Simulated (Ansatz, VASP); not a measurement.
**Ti: VASP beside Ansatz**

```
Ti
1.0
    -1.45300    1.45300    2.05587
     1.45300   -1.45300    2.05587
     1.45300    1.45300   -2.05587
Ti
1
Cartesian
  0.0000 0.0000 0.0000
```

Alike in both runs: functional r2SCAN; k mesh 26 × 26 × 26; occupations gaussian, width 0.1 eV; no spin polarisation.

Ansatz relaxed the structure, and its values are those at the end. VASP's run is a single point on that final structure, the one shown.

|  | VASP | Ansatz |
| --- | --- | --- |
| version | VASP 6.6.1 | Ansatz 0.2.0 |
| potentials or method | VASP PAW PBE potentials, release 64 (Ti_sv), cutoff 520 eV | scalar-relativistic, plane waves, PAW |
| valence electrons in the cell | 12 | 12 |

```csv
,VASP,Ansatz,Ansatz less VASP
gap on the k mesh at the Fermi level (eV),none,none,-
pressure (GPa),0.4,0.0,-0.37
```

VASP's potentials were made for PBE, not for r2SCAN. A gap of «none» marks a metal or a gap that the smearing closes. With one functional, cell and mesh, what is left measures potentials, basis and numerics.
